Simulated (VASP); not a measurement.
# Al in VASP: relaxation of the atoms with PBE

Aim: the relaxation of the atoms of Al with PBE.

Program: VASP 6.6.1. These are calculated values, not measurements. Logs are shortened: lines on timing, memory, paths and dates and some standing lists are left out, and cuts for length are marked.

## (1) The cell of the first run

The cell holds a slab with vacuum, 4 atoms: a = 2.920 Å, b = 2.920 Å, c = 30.133 Å, α = 90.00°, β = 90.00°, γ = 120.00°.

## (2) Relaxation of the atoms, PBE

INCAR

```
PREC     = Accurate       # precision mode
ENCUT    = 450            # plane-wave cutoff, eV
EDIFF    = 1E-7           # SCF threshold, eV
ISMEAR   = 1              # smearing method
SIGMA    = 0.1            # smearing width, eV
LREAL    = False          # projectors in reciprocal space
LASPH    = True           # aspherical terms in the spheres
NELM     = 120            # most SCF steps
ALGO     = Normal         # electronic algorithm
ISIF     = 2              # what is computed and relaxed
LWAVE    = False          # write WAVECAR
LCHARG   = False          # write CHGCAR
LDIPOL   = True         
IDIPOL   = 3            
DIPOL    = 0.5 0.5 0.685
GGA      = PE             # functional
IBRION   = 2              # ionic algorithm
NSW      = 80             # ionic steps
EDIFFG   = -0.02          # ionic threshold
GGA_COMPAT= False        
NELMIN   = 4            
NELMDL   = -8
```

KPOINTS

```
regular mesh
0
Gamma
  15 15 1
```

POSCAR

```
Al
1.0
    1.4602435473      2.5292160153      0.0000000000
   -2.9204870946      0.0000000000      0.0000000000
    0.0000000000      0.0000000000     30.1328597695
Al
4
Direct
    0.0000000000      0.0000000000      0.5693914037
    0.6666666667      0.3333333333      0.6462242550
    0.3333333333      0.6666666667      0.7237949663
    0.0000000000      0.0000000000      0.8014795109
```

Potentials or basis: VASP PAW PBE potentials, release 64 (Al).

Launch:

```bash
$ cat potpaw_PBE.64/Al/POTCAR > POTCAR
$ mpirun -np 1 vasp_std > vasp.out
```

OUTCAR:

```text
PREC = Accurate
   ENCUT = 450
   EDIFF = 1E-7
   ISMEAR = 1
   LREAL = False
   LASPH = True
   NELM = 120
   ISIF = 2
   GGA = PE
   IBRION = 2
   NSW = 80
   EDIFFG = -0.02
   NELMIN = 4
   NELMDL = -8

 ion  position               nearest neighbor table
   1  0.000  0.000  0.569-   2 2.86   2 2.86   2 2.86
   2  0.667  0.333  0.646-   1 2.86   1 2.86   1 2.86   3 2.88   3 2.88   3 2.88
   3  0.333  0.667  0.724-   2 2.88   2 2.88   2 2.88   4 2.88   4 2.88   4 2.88
   4  0.000  0.000  0.801-   3 2.88   3 2.88   3 2.88

  LATTYP: Found a hexagonal cell.
 ALAT       =     2.9204870946
 C/A-ratio  =    10.3177513866

  Lattice vectors:

 A1 = (   1.4602435473,   2.5292160153,   0.0000000000)
 A2 = (  -2.9204870946,   0.0000000000,   0.0000000000)
 A3 = (   0.0000000000,   0.0000000000,  30.1328597695)

Analysis of symmetry for initial positions (statically):
=====================================================================
 Subroutine PRICEL returns:
 Original cell was already a primitive cell.

 Routine SETGRP: Setting up the symmetry group for a
 hexagonal supercell.

 Subroutine GETGRP returns: Found  6 space group operations
 (whereof  6 operations were pure point group operations)
 out of a pool of 24 trial point group operations.

The static configuration has the point symmetry C_3v.

Analysis of symmetry for dynamics (positions and initial velocities):
=====================================================================
 Subroutine PRICEL returns:
 Original cell was already a primitive cell.

 Routine SETGRP: Setting up the symmetry group for a
 hexagonal supercell.

 Subroutine GETGRP returns: Found  6 space group operations
 (whereof  6 operations were pure point group operations)
 out of a pool of 24 trial point group operations.

The dynamic configuration has the point symmetry C_3v.

 Subroutine INISYM returns: Found  6 space group operations
 (whereof  6 operations are pure point group operations),
 and found     1 'primitive' translations

----------------------------------------------------------------------------------------

                                     Primitive cell

  volume of cell :     222.5777

  direct lattice vectors                    reciprocal lattice vectors
     1.460243547  2.529216015  0.000000000     0.000000000  0.395379435  0.000000000
    -2.920487095  0.000000000  0.000000000    -0.342408635  0.197689718  0.000000000
     0.000000000  0.000000000 30.132859770     0.000000000  0.000000000  0.033186362

  length of vectors
     2.920487095  2.920487095 30.132859770     0.395379435  0.395379435  0.033186362

  position of ions in fractional coordinates (direct lattice)
     0.000000000  0.000000000  0.569391404
     0.666666667  0.333333333  0.646224255
     0.333333333  0.666666667  0.723794966
     0.000000000  0.000000000  0.801479511

  ion indices of the primitive-cell ions
   primitive index   ion index
                 1           1
                 2           2
                 3           3
                 4           4

----------------------------------------------------------------------------------------

 KPOINTS: regular mesh

Automatic generation of k-mesh.
 Grid dimensions read from file:
 generate k-points for:   15   15    1

 Generating k-lattice:

  Cartesian coordinates                     Fractional coordinates (reciprocal lattice)
     0.000000000  0.026358629  0.000000000     0.066666667  0.000000000  0.000000000
    -0.022827242  0.013179315  0.000000000     0.000000000  0.066666667  0.000000000
     0.000000000  0.000000000  0.033186362     0.000000000  0.000000000  1.000000000

  Length of vectors
     0.026358629  0.026358629  0.033186362

  Shift w.r.t. Gamma in fractional coordinates (k-lattice)
     0.000000000  0.000000000  0.000000000

 Subroutine IBZKPT returns following result:
 ===========================================

 Found     27 irreducible k-points:

 Following reciprocal coordinates:
            Coordinates               Weight
  0.000000  0.000000  0.000000      1.000000
  0.066667  0.000000  0.000000      6.000000
  0.133333  0.000000  0.000000      6.000000
  0.200000  0.000000  0.000000      6.000000
  0.266667  0.000000  0.000000      6.000000
  0.333333  0.000000  0.000000      6.000000
[... 16 lines left out ...]
  0.333333  0.200000  0.000000     12.000000
  0.400000  0.200000  0.000000      6.000000
 [... further k-points ...]
   k-points           NKPTS =     27   k-points in BZ     NKDIM =     27   number of bands    NBANDS=     10
   number of dos      NEDOS =    301   number of ions     NIONS =      4
   total plane-waves  NPLWV =  84000
   dimension x,y,z NGX =    20 NGY =   20 NGZ =  210
   dimension x,y,z NGXF=    40 NGYF=   40 NGZF=  420
   ions per type =               4
   NGX,Y,Z   is equivalent  to a cutoff of  11.38, 11.38, 11.59 a.u.
   NGXF,Y,Z  is equivalent  to a cutoff of  22.77, 22.77, 23.17 a.u.
 SYSTEM =  unknown system
   PREC   = accura    normal or accurate (medium, high low for compatibility)
   ISTART =      0    job   : 0-new  1-cont  2-samecut
   ICHARG =      2    charge: 1-file 2-atom 10-const
   ISPIN  =      1    spin polarized calculation?
   LNONCOLLINEAR =      F non collinear calculations
   LSORBIT =      F    spin-orbit coupling
   LASPH  =      T    aspherical Exc in radial PAW
   ENCUT  =  450.0 eV  33.07 Ry    5.75 a.u.   5.05  5.05 52.12*2*pi/ulx,y,z
   NELM   =    120;   NELMIN=  4; NELMDL= -8     # of ELM steps
   EDIFF  = 0.1E-06   stopping-criterion for ELM
   LREAL  =      F    real-space projection
   EDIFFG = -.2E-01   stopping-criterion for IOM
   NSW    =     80    number of steps for IOM
   IBRION =      2    ionic relax: 0-MD 1-quasi-New 2-CG
   NFREE  =      1    steps in history (QN), initial steepest desc. (CG)
   ISIF   =      2    stress and relaxation
   ISYM   =      2    0-nonsym 1-usesym 2-fastsym
   POTIM  = 0.5000    time-step for ionic-motion
   TEBEG  =    0.0;   TEEND  =   0.0 temperature during run
   PSTRESS=    0.0 pullay stress
   NELECT =      12.0000    total number of electrons
   NUPDOWN=      -1.0000    fix difference up-down
   EMIN   =  10.00;   EMAX   =-10.00  energy-range for DOS
   EFERMI =   0.00;   METHOD = LEGACY
   ISMEAR =     1;   SIGMA  =   0.10  broadening in eV -4-tet -1-fermi 0-gaus
   EFERMI_NEDOS =   21; number of points for ismear=-14 and -15
   IALGO  =     38    algorithm
   IMIX   =      4    mixing-type and parameters
     AMIX     =   0.40;   BMIX     =  1.00
     AMIX_MAG =   1.60;   BMIX_MAG =  1.00
  volume/ion in A,a.u.               =      55.64       375.51
  Fermi-wavevector in a.u.,A,eV,Ry     =   0.618455  1.168710  5.204045  0.382487
  Thomas-Fermi vector in A             =   1.676903
   LORBIT       =      0    0 simple, 1 ext, 2 COOP (PROOUT), +10 PAW based schemes
   GGA     = PE    functional components
   LHFCALC =     F    Hartree Fock is set to
   AEXX    =    0.0000 exact exchange contribution
   IVDW    =     0    specifies the selected vdW correction
   LEPSILON=     F    determine dielectric tensor
   LRPA    =     F    only Hartree local field effects (RPA)
 conjugate gradient relaxation of ions
 non-spin polarized calculation
 Methfessel and Paxton  Order N= 1 SIGMA  =   0.10
  energy-cutoff  :      450.00
  volume of cell :      222.58
 maximum number of plane-waves:      4875
   NGX = 11   NGY = 11   NGZ =105

--------------------------------------- Ionic step        1  -------------------------------------------

 number of electron      12.0000000 magnetization

 Free energy of the ion-electron system (eV)
  ---------------------------------------------------
  ext. energy  EPLUGINS =         0.00000000
  ---------------------------------------------------
  free energy    TOTEN  =       -14.14682828 eV

  energy without entropy =      -14.14437408  energy(sigma->0) =      -14.14601022

------------------------ aborting loop because EDIFF is reached ----------------------------------------

  FORCE on cell =-STRESS in cart. coord.  units (eV):
  Direction    XX          YY          ZZ          XY          YZ          ZX
  --------------------------------------------------------------------------------------
  -------------------------------------------------------------------------------------
  Total       -2.4166672     -2.4166672     -0.6604518      0.0000000     -0.0000000      0.0000000
  in kB      -17.3958587    -17.3958587     -4.7541198      0.0000000     -0.0000000      0.0000000
  external PRESSURE =     -13.1819458 kB  Pullay stress =       0.0000000 kB
[... 95 lines left out ...]
  FREE ENERGIE OF THE ION-ELECTRON SYSTEM (eV)
  ---------------------------------------------------
  free  energy   TOTEN  =       -14.1507947488 eV

  energy  without entropy=      -14.1480862987  energy(sigma->0) =      -14.14989193

[... ionic steps 4 to 7 ...]

--------------------------------------- Ionic step        8  -------------------------------------------

 number of electron      12.0000000 magnetization

------------------------ aborting loop because EDIFF is reached ----------------------------------------

  FORCE on cell =-STRESS in cart. coord.  units (eV):
  Direction    XX          YY          ZZ          XY          YZ          ZX
  --------------------------------------------------------------------------------------
  -------------------------------------------------------------------------------------
  Total       -2.0854558     -2.0854558     -0.0702165      0.0000000     -0.0000000      0.0000000
  in kB      -15.0117041    -15.0117041     -0.5054381      0.0000000     -0.0000000      0.0000000
  external PRESSURE =     -10.1762821 kB  Pullay stress =       0.0000000 kB
[... 57 lines left out ...]
  FREE ENERGIE OF THE ION-ELECTRON SYSTEM (eV)
  ---------------------------------------------------
  free  energy   TOTEN  =       -14.1564924189 eV

  energy  without entropy=      -14.1536439999  energy(sigma->0) =      -14.15554295

 dipolmoment           0.000000      0.000000     -0.001246 electrons x Angstroem

--------------------------------------- Ionic step       10  -------------------------------------------

 number of electron      12.0000000 magnetization

 dipolmoment           0.000000      0.000000      0.000212 electrons x Angstroem

 Free energy of the ion-electron system (eV)
  ---------------------------------------------------
  ext. energy  EPLUGINS =         0.00000000
  ---------------------------------------------------
  free energy    TOTEN  =       -14.15664610 eV

  energy without entropy =      -14.15375298  energy(sigma->0) =      -14.15568173

 E-fermi :  -0.3637     XC(G=0):  -3.6930

 val. band max:       -0.3771060296   @ k =   0.0667   0.0000   0.0000
 cond. band min:      -0.3423746448   @ k =   0.2667   0.2000   0.0000
 fundamental gap:      0.0347313849
 Fermi energy:        -0.3637175388

 k-point     1 :       0.0000    0.0000    0.0000
  band No.  band energies     occupation
      1     -11.0183      2.00000
      2      -9.8912      2.00000
      3      -8.2100      2.00000
      4      -5.8630      2.00000
      5      -3.4704      2.00000
      6      -0.4729      2.06448
      7       2.0051      0.00000
      8       3.2346      0.00000
      9       3.5810      0.00000
     10       4.1547      0.00000
[... 287 lines left out ...]
 k-point    24 :       0.4000    0.2000    0.0000
  band No.  band energies     occupation
      1      -4.7091      2.00000
      2      -4.6814      2.00000
      3      -3.6481      2.00000
      4      -3.6125      2.00000
      5      -2.2053      2.00000
      6      -1.6768      2.00000
      7      -0.4509      2.01244
      8       0.0538     -0.00000
      9       0.6848     -0.00000
     10       1.0773     -0.00000

 [... further k-points ...]

------------------------ aborting loop because EDIFF is reached ----------------------------------------

 vacuum level on the upper side and lower side of the slab       (xc-potential included)        -0.116        -0.078

  FORCE on cell =-STRESS in cart. coord.  units (eV):
  Direction    XX          YY          ZZ          XY          YZ          ZX
  --------------------------------------------------------------------------------------
  -------------------------------------------------------------------------------------
  Total       -2.0374019     -2.0374019     -0.0251715      0.0000000     -0.0000000      0.0000000
  in kB      -14.6657992    -14.6657992     -0.1811919      0.0000000     -0.0000000      0.0000000
  external PRESSURE =      -9.8375968 kB  Pullay stress =       0.0000000 kB

 VOLUME and BASIS-vectors are now :
 -----------------------------------------------------------------------------
  energy-cutoff  :      450.00
  volume of cell :      222.58
      direct lattice vectors                 reciprocal lattice vectors
     1.460243547  2.529216015  0.000000000     0.000000000  0.395379435  0.000000000
    -2.920487095  0.000000000  0.000000000    -0.342408635  0.197689718  0.000000000
     0.000000000  0.000000000 30.132859770     0.000000000  0.000000000  0.033186362
[... 10 lines left out ...]
  FREE ENERGIE OF THE ION-ELECTRON SYSTEM (eV)
  ---------------------------------------------------
  free  energy   TOTEN  =       -14.1566460998 eV

  energy  without entropy=      -14.1537529759  energy(sigma->0) =      -14.15568173

 reached required accuracy - stopping structural energy minimisation

 vacuum level on the upper side and lower side of the slab         3.493         3.531
```

It took 7.7 min on 1 thread of Intel Xeon Platinum 8259CL at 2.50GHz (Skylake/Cascade Lake), shared host; peak memory 0.29 GiB.

Results:

* Free energy: -14.1566 eV
* Energy gained by relaxing: 2.5 meV/atom
* Ionic steps: 10
* Largest force after relaxing: 0.017 eV/Å
* Band gap on the k mesh: zero (band 6 reaches 0.93 eV, above the bottom of band 7 at -0.99 eV)

Forces on the atoms (eV/Å):
```
Al   0.000  0.000  0.000
Al   0.000  0.000  0.013
Al   0.000  0.000 -0.017
Al   0.000  0.000  0.004
```

The path:
```tsv
step	energy change (eV)	largest force (eV/Å)	pressure (GPa)
1	0.0000	0.1380	-1.32
2	-0.0015	0.0994	-1.31
3	-0.0040	0.0976	-1.28
4	-0.0042	0.1174	-1.26
5	-0.0056	0.1090	-1.23
6	-0.0083	0.0792	-1.11
7	-0.0073	0.1101	-0.85
8	-0.0089	0.0627	-1.02
9	-0.0097	0.0261	-1.00
10	-0.0098	0.0171	-0.98
```

Final structure:
```yaml
crystal:
  lattice:
    - [1.46024, 2.52922, 0.00000]
    - [-2.92049, 0.00000, 0.00000]
    - [0.00000, 0.00000, 30.13286]
  atoms:
    - { symbol: Al, position: [0.00000, 0.00000, 0.57164] }
    - { symbol: Al, position: [0.66667, 0.33333, 0.64770] }
    - { symbol: Al, position: [0.33333, 0.66667, 0.72277] }
    - { symbol: Al, position: [0.00000, 0.00000, 0.79878] }
```

Levels at points of the mesh, in eV from the Fermi level:
| k point | band 2 | band 3 | band 4 | band 5 | band 6 | band 7 | band 8 | band 9 | band 10 |
| --- | --- | --- | --- | --- | --- | --- | --- | --- | --- |
| (0.00, 0.00, 0.00) | -9.53 | -7.85 | -5.50 | -3.11 | -0.11 | 2.37 | 3.60 | 3.94 | 4.52 |
